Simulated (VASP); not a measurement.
# ScAs4 (I4/mmm) in VASP: further runs

The runs below take ScAs4 through single point, with PBE.

Program: VASP 6.6.1. These are calculated values, not measurements. Logs are shortened: lines on timing, memory, paths and dates and some standing lists are left out, and cuts for length are marked.

## 1. The cell of the first run

Symmetry: I4/mmm, No. 139, tetragonal system. The conventional cell has a = 7.817 Å, b = 7.817 Å, c = 4.439 Å, α = 90.00°, β = 90.00°, γ = 90.00°. Within 3.5 Å of Sc (site symmetry 4/mmm) lie 4 As at 2.66 Å. Within 3.3 Å of As (site symmetry m2m) lie 5 As at 2.50 to 2.84 Å and 1 Sc at 2.66 Å.

The cell was built from a structure type or drawn by symmetry, and may not be a known phase.

## 2. Single point, PBE, collinear spin

File INCAR:

```
SYSTEM = ScAs4
PREC = Accurate ; ENCUT = 500
EDIFF = 1E-6 ; ISMEAR = 0
SIGMA = 0.1 ; LREAL = .FALSE.
LASPH = .TRUE. ; NELM = 200
ALGO = Normal ; ISIF = 2
LWAVE = .FALSE. ; LCHARG = .FALSE.
ISPIN = 2 ; MAGMOM = 1 0 0 0 0
LORBIT = 11 ; LMAXMIX = 4
GGA = PE ; NBANDS = 28
GGA_COMPAT = .FALSE.
```

File KPOINTS:

```
regular mesh
0
G
  4 4 4
  0 0 0
```

File POSCAR:

```
ScAs4
1.0
   -3.9082677146      3.9082677146      2.2197288005
    3.9082677146     -3.9082677146      2.2197288005
    3.9082677146      3.9082677146     -2.2197288005
Sc As
1 4
Direct
    0.5000000000      0.5000000000      0.0000000000
    0.5000000000      0.8402665859      0.3402665859
    0.5000000000      0.1597334141      0.6597334141
    0.8402665859      0.5000000000      0.3402665859
    0.1597334141      0.5000000000      0.6597334141
```

Potentials or basis: VASP PAW PBE potentials, release 64 (Sc_sv, As).

The run is started by

```bash
$ cat potpaw_PBE.64/Sc_sv/POTCAR potpaw_PBE.64/As/POTCAR > POTCAR
$ mpirun -np 1 vasp_std > vasp.out
```

OUTCAR:

```text
SYSTEM = ScAs4
   PREC = Accurate
   ENCUT = 500
   EDIFF = 1E-6
   ISMEAR = 0
   LREAL = .FALSE.
   LASPH = .TRUE.
   NELM = 200
   ISIF = 2
   ISPIN = 2
   LORBIT = 11
   GGA = PE

 ion  position               nearest neighbor table
   1  0.500  0.500  0.000-   2 2.66   3 2.66   4 2.66   5 2.66
   2  0.500  0.840  0.340-   3 2.50   1 2.66   4 2.84   5 2.84   4 2.84   5 2.84
   3  0.500  0.160  0.660-   2 2.50   1 2.66   5 2.84   4 2.84   5 2.84   4 2.84
   4  0.840  0.500  0.340-   5 2.50   1 2.66   3 2.84   2 2.84   2 2.84   3 2.84
   5  0.160  0.500  0.660-   4 2.50   1 2.66   2 2.84   3 2.84   3 2.84   2 2.84

  LATTYP: Found a body centered tetragonal cell.
 ALAT       =     7.8165354292
 C/A-ratio  =     0.5679572032

  Lattice vectors:

 A1 = (  -3.9082677146,   3.9082677146,   2.2197288005)
 A2 = (   3.9082677146,  -3.9082677146,   2.2197288005)
 A3 = (   3.9082677146,   3.9082677146,  -2.2197288005)

Analysis of symmetry for initial positions (statically):
=====================================================================
 Subroutine PRICEL returns:
 Original cell was already a primitive cell.

 Routine SETGRP: Setting up the symmetry group for a
 body centered tetragonal supercell.

 Subroutine GETGRP returns: Found 16 space group operations
 (whereof 16 operations were pure point group operations)
 out of a pool of 16 trial point group operations.

The static configuration has the point symmetry D_4h.

Analysis of symmetry for dynamics (positions and initial velocities):
=====================================================================
 Subroutine PRICEL returns:
 Original cell was already a primitive cell.

 Routine SETGRP: Setting up the symmetry group for a
 body centered tetragonal supercell.

 Subroutine GETGRP returns: Found 16 space group operations
 (whereof 16 operations were pure point group operations)
 out of a pool of 16 trial point group operations.

The dynamic configuration has the point symmetry D_4h.

Analysis of structural, dynamic, and magnetic symmetry:
=====================================================================
 Subroutine PRICEL returns:
 Original cell was already a primitive cell.

 Routine SETGRP: Setting up the symmetry group for a
 body centered tetragonal supercell.

 Subroutine GETGRP returns: Found 16 space group operations
 (whereof 16 operations were pure point group operations)
 out of a pool of 16 trial point group operations.

The overall configuration has the point symmetry D_4h.

 Subroutine INISYM returns: Found 16 space group operations
 (whereof 16 operations are pure point group operations),
 and found     1 'primitive' translations

----------------------------------------------------------------------------------------

                                     Primitive cell

  volume of cell :     135.6215

  direct lattice vectors                    reciprocal lattice vectors
    -3.908267715  3.908267715  2.219728800     0.000000000  0.127933918  0.225252743
     3.908267715 -3.908267715  2.219728800     0.127933918  0.000000000  0.225252743
     3.908267715  3.908267715 -2.219728800     0.127933918  0.127933918  0.000000000

  length of vectors
     5.956199208  5.956199208  5.956199208     0.259048037  0.259048037  0.180925881

  position of ions in fractional coordinates (direct lattice)
     0.500000000  0.500000000  0.000000000
     0.500000000  0.840266586  0.340266586
     0.500000000  0.159733414  0.659733414
     0.840266586  0.500000000  0.340266586
     0.159733414  0.500000000  0.659733414

  ion indices of the primitive-cell ions
   primitive index   ion index
                 1           1
                 2           2
                 3           3
[... 26 lines left out ...]

 Found     13 irreducible k-points:

 Following reciprocal coordinates:
            Coordinates               Weight
  0.000000  0.000000  0.000000      1.000000
  0.250000  0.000000  0.000000      8.000000
  0.500000  0.000000  0.000000      4.000000
  0.250000  0.250000  0.000000      8.000000
  0.500000  0.250000 -0.000000     16.000000
 -0.250000  0.250000  0.000000      4.000000
  0.500000  0.500000  0.000000      2.000000
  0.250000  0.250000  0.250000      2.000000
 -0.250000  0.250000  0.250000      4.000000
  0.500000  0.500000  0.250000      4.000000
 -0.250000  0.500000  0.250000      8.000000
 -0.250000 -0.250000  0.250000      2.000000
  0.500000  0.500000  0.500000      1.000000
   k-points           NKPTS =     13   k-points in BZ     NKDIM =     13   number of bands    NBANDS=     28
   number of dos      NEDOS =    301   number of ions     NIONS =      5
   total plane-waves  NPLWV = 110592
   dimension x,y,z NGX =    48 NGY =   48 NGZ =   48
   dimension x,y,z NGXF=    96 NGYF=   96 NGZF=   96
   ions per type =               1   4
   NGX,Y,Z   is equivalent  to a cutoff of  13.40, 13.40, 13.40 a.u.
   NGXF,Y,Z  is equivalent  to a cutoff of  26.79, 26.79, 26.79 a.u.
 SYSTEM =  ScAs4
   PREC   = accura    normal or accurate (medium, high low for compatibility)
   ISTART =      0    job   : 0-new  1-cont  2-samecut
   ICHARG =      2    charge: 1-file 2-atom 10-const
   ISPIN  =      2    spin polarized calculation?
   LNONCOLLINEAR =      F non collinear calculations
   LSORBIT =      F    spin-orbit coupling
   LASPH  =      T    aspherical Exc in radial PAW
   ENCUT  =  500.0 eV  36.75 Ry    6.06 a.u.  10.86 10.86 10.86*2*pi/ulx,y,z
   NELM   =    200;   NELMIN=  2; NELMDL= -5     # of ELM steps
   EDIFF  = 0.1E-05   stopping-criterion for ELM
   LREAL  =      F    real-space projection
   EDIFFG = 0.1E-04   stopping-criterion for IOM
   NSW    =      0    number of steps for IOM
   IBRION =     -1    ionic relax: 0-MD 1-quasi-New 2-CG
   NFREE  =      0    steps in history (QN), initial steepest desc. (CG)
   ISIF   =      2    stress and relaxation
   ISYM   =      2    0-nonsym 1-usesym 2-fastsym
   POTIM  = 0.5000    time-step for ionic-motion
   TEBEG  =    0.0;   TEEND  =   0.0 temperature during run
   PSTRESS=    0.0 pullay stress
   NELECT =      31.0000    total number of electrons
   NUPDOWN=      -1.0000    fix difference up-down
   EMIN   =  10.00;   EMAX   =-10.00  energy-range for DOS
   EFERMI =   0.00;   METHOD = LEGACY
   ISMEAR =     0;   SIGMA  =   0.10  broadening in eV -4-tet -1-fermi 0-gaus
   EFERMI_NEDOS =   21; number of points for ismear=-14 and -15
   IALGO  =     38    algorithm
   IMIX   =      4    mixing-type and parameters
     AMIX     =   0.40;   BMIX     =  1.00
     AMIX_MAG =   1.60;   BMIX_MAG =  1.00
  volume/ion in A,a.u.               =      27.12       183.04
  Fermi-wavevector in a.u.,A,eV,Ry     =   1.000966  1.891551 13.632119  1.001932
  Thomas-Fermi vector in A             =   2.133357
   LORBIT       =     11    0 simple, 1 ext, 2 COOP (PROOUT), +10 PAW based schemes
   GGA     = PE    functional components
   LHFCALC =     F    Hartree Fock is set to
   AEXX    =    0.0000 exact exchange contribution
   IVDW    =     0    specifies the selected vdW correction
   LEPSILON=     F    determine dielectric tensor
   LRPA    =     F    only Hartree local field effects (RPA)
 spin polarized calculation
 Gauss-broadening in eV      SIGMA  =   0.10
  energy-cutoff  :      500.00
  volume of cell :      135.62
 maximum number of plane-waves:      3461
 NGX is ok and might be reduce to    48
   NGX = 21   NGY = 21   NGZ = 21

 number of electron      30.9999998 magnetization       0.6867241

 Free energy of the ion-electron system (eV)
  ---------------------------------------------------
  ext. energy  EPLUGINS =         0.00000000
  ---------------------------------------------------
  free energy    TOTEN  =       -22.84160612 eV

  energy without entropy =      -22.81914070  energy(sigma->0) =      -22.83037341

 E-fermi :   3.2179     XC(G=0):  -8.8608

 val. band max:        3.1768663527   @ k =   0.5000   0.5000   0.0000
 cond. band min:       3.2330763474   @ k =   0.5000   0.0000   0.0000
 fundamental gap:      0.0562099947
 Fermi energy:         3.2178769607

 spin component 1

 k-point     1 :       0.0000    0.0000    0.0000
  band No.  band energies     occupation
      1     -47.0494      1.00000
      2     -25.8540      1.00000
      3     -25.6475      1.00000
      4     -25.6475      1.00000
      5     -10.9666      1.00000
      6      -6.3763      1.00000
[... 379 lines left out ...]
     26       8.0923      0.00000
     27       8.1889      0.00000
 Fermi energy:         3.2178769607

 spin component 2

 k-point     1 :       0.0000    0.0000    0.0000
  band No.  band energies     occupation
      1     -46.8124      1.00000
      2     -25.5773      1.00000
      3     -25.4169      1.00000
      4     -25.4169      1.00000
      5     -10.9421      1.00000
      6      -6.3427      1.00000
[... 379 lines left out ...]
     26       8.4130      0.00000
     27       8.4309      0.00000
 [bands above 27 left out]

------------------------ aborting loop because EDIFF is reached ----------------------------------------

  FORCE on cell =-STRESS in cart. coord.  units (eV):
  Direction    XX          YY          ZZ          XY          YZ          ZX
  --------------------------------------------------------------------------------------
  -------------------------------------------------------------------------------------
  Total        0.1856555      0.1856555     -0.0886723      0.0000000      0.0000000      0.0000000
  in kB        2.1932588      2.1932588     -1.0475390      0.0000000      0.0000000      0.0000000
  external PRESSURE =       1.1129929 kB  Pullay stress =       0.0000000 kB

 VOLUME and BASIS-vectors are now :
 -----------------------------------------------------------------------------
  energy-cutoff  :      500.00
  volume of cell :      135.62
      direct lattice vectors                 reciprocal lattice vectors
    -3.908267715  3.908267715  2.219728800     0.000000000  0.127933918  0.225252743
     3.908267715 -3.908267715  2.219728800     0.127933918  0.000000000  0.225252743
     3.908267715  3.908267715 -2.219728800     0.127933918  0.127933918  0.000000000

 POSITION                                       TOTAL-FORCE (eV/Angst)
 -----------------------------------------------------------------------------------
      0.00000      0.00000      2.21973         0.000000      0.000000      0.000000
      2.65971      0.00000      2.21973         0.051880      0.000000     -0.000000
      1.24856      3.90827     -0.00000        -0.051880     -0.000000     -0.000000
      0.00000      2.65971      2.21973         0.000000      0.051880     -0.000000
      3.90827      1.24856     -0.00000        -0.000000     -0.051880     -0.000000
 -----------------------------------------------------------------------------------
    total drift:                               -0.000000     -0.000000      0.000000

  FREE ENERGIE OF THE ION-ELECTRON SYSTEM (eV)
  ---------------------------------------------------
  free  energy   TOTEN  =       -22.8416061212 eV

  energy  without entropy=      -22.8191406968  energy(sigma->0) =      -22.83037341

 total charge

# of ion       s       p       d       tot
------------------------------------------
    1        2.218   6.081   1.105   9.404
    2        1.289   1.356   0.045   2.689
    3        1.289   1.356   0.045   2.689
    4        1.289   1.356   0.045   2.689
    5        1.289   1.356   0.045   2.689
--------------------------------------------------
tot          7.372  11.504   1.284  20.160

 magnetization (x)

# of ion       s       p       d       tot
------------------------------------------
    1        0.025   0.013   0.256   0.294
    2        0.003   0.012   0.002   0.017
    3        0.003   0.012   0.002   0.017
    4        0.003   0.012   0.002   0.017
    5        0.003   0.012   0.002   0.017
--------------------------------------------------
tot          0.037   0.062   0.264   0.363
```

Run time: 70 s. Hardware: 1 thread of Intel Xeon 6975P-C (Granite Rapids), shared host; peak memory 0.42 GiB.

What came out:

| Quantity | Value |
| --- | --- |
| Free energy | -22.8416 eV |
| Pressure | 0.1 GPa |
| Largest force | 0.052 eV/Å |
| Net moment | 0.69 μB per cell |
| Site moments | Sc +0.29; As +0.02 μB |
| Valence electrons inside the program's atomic spheres | Sc 9.40; As 2.69 |

Forces in eV/Å, atoms in the order of the input:
```
Sc   0.000  0.000  0.000
As   0.052  0.000  0.000
As  -0.052  0.000  0.000
As   0.000  0.052  0.000
As   0.000 -0.052  0.000
```

Levels at points of the mesh, in eV from the Fermi level:
Spin up:
| k point | band 12 | band 13 | band 14 | band 15 | band 16 | band 17 | band 18 | band 19 | band 20 | band 21 |
| --- | --- | --- | --- | --- | --- | --- | --- | --- | --- | --- |
| (0.00, 0.00, 0.00) | -3.06 | -1.60 | -1.60 | -1.04 | -1.04 | -0.10 | 1.98 | 2.00 | 2.00 | 2.20 |
| (0.50, 0.00, 0.00) | -3.68 | -0.90 | -0.52 | -0.52 | -0.14 | 0.08 | 0.69 | 1.70 | 1.98 | 2.07 |
| (0.50, 0.50, 0.00) | -2.50 | -1.59 | -1.22 | -0.81 | -0.81 | -0.08 | 0.29 | 0.65 | 1.08 | 1.20 |
| (0.50, 0.50, 0.50) | -0.99 | -0.99 | -0.77 | -0.65 | -0.65 | -0.16 | -0.06 | 1.40 | 1.40 | 1.88 |
Spin down:
```tsv
k point	band 13	band 14	band 15	band 16	band 17	band 18
(0.00, 0.00, 0.00)	-1.57	-1.57	-0.96	-0.96	0.62	2.14
(0.50, 0.00, 0.00)	-0.84	-0.51	-0.34	0.02	0.31	0.92
(0.50, 0.50, 0.00)	-1.58	-1.14	-0.76	-0.41	-0.04	0.74
(0.50, 0.50, 0.50)	-0.97	-0.77	-0.56	-0.56	-0.05	0.65
```

Caveat: the k points lie up to 0.41 Å⁻¹ apart.

## 3. Single point, PBE

This run uses another cell than the first one, of 23.48 Å³/atom.

File INCAR:

```
SYSTEM = ScAs4
PREC = Accurate
ENCUT = 500
EDIFF = 1E-6
ISMEAR = 0
SIGMA = 0.1
LREAL = .FALSE.
LASPH = .TRUE.
NELM = 120
ALGO = Normal
ISIF = 2
LWAVE = .FALSE.
LCHARG = .FALSE.
GGA = PE
NBANDS = 24
GGA_COMPAT = .FALSE.
```

File KPOINTS:

```
regular mesh
0
G
  10 10 10
  0 0 0
```

File POSCAR:

```
ScAs4
1.0
   -4.2667716003      4.2667716003      1.6121021984
    4.2667716003     -4.2667716003      1.6121021984
    4.2667716003      4.2667716003     -1.6121021984
Sc As
1 4
Direct
    0.5000000000      0.5000000000      0.0000000000
    0.5000000000      0.8166682265      0.3166682265
    0.5000000000      0.1833317735      0.6833317735
    0.8166682265      0.5000000000      0.3166682265
    0.1833317735      0.5000000000      0.6833317735
```

Potentials or basis: VASP PAW PBE potentials, release 64 (Sc_sv, As).

The run is started by

```bash
$ cat potpaw_PBE.64/Sc_sv/POTCAR potpaw_PBE.64/As/POTCAR > POTCAR
$ mpirun -np 1 vasp_std > vasp.out
```

It took 2.8 min on 1 thread of Intel Xeon 6975P-C (Granite Rapids), shared host; peak memory 0.47 GiB.

The run converged. Its results:

```
Free energy            : -23.9130 eV
Pressure               : 0.1 GPa
Largest force          : 0.009 eV/Å
Band gap on the k mesh : zero (an odd number of electrons rules out a gap without spin polarisation)
```

Forces in eV/Å, atoms in the order of the input:
```
Sc   0.000  0.000  0.000
As  -0.009  0.000  0.000
As   0.009  0.000  0.000
As   0.000 -0.009  0.000
As   0.000  0.009  0.000
```

Levels at points of the mesh, in eV from the Fermi level:
| k point | band 11 | band 12 | band 13 | band 14 | band 15 | band 16 | band 17 | band 18 | band 19 | band 20 |
| --- | --- | --- | --- | --- | --- | --- | --- | --- | --- | --- |
| (0.00, 0.00, 0.00) | -2.65 | -2.65 | -0.45 | -0.30 | 0.74 | 1.51 | 1.51 | 1.81 | 2.77 | 2.77 |
| (0.50, 0.00, 0.00) | -4.53 | -4.08 | -1.21 | -1.06 | -1.05 | -0.80 | -0.17 | 0.28 | 0.51 | 1.65 |
| (0.50, 0.50, 0.00) | -3.57 | -2.18 | -1.20 | -0.62 | -0.06 | 1.07 | 1.94 | 2.13 | 2.29 | 2.30 |
| (0.50, 0.50, 0.50) | -1.60 | -1.60 | -0.97 | -0.63 | -0.19 | -0.19 | -0.03 | 0.67 | 1.65 | 1.65 |

(Continued in part 2 of 2.)
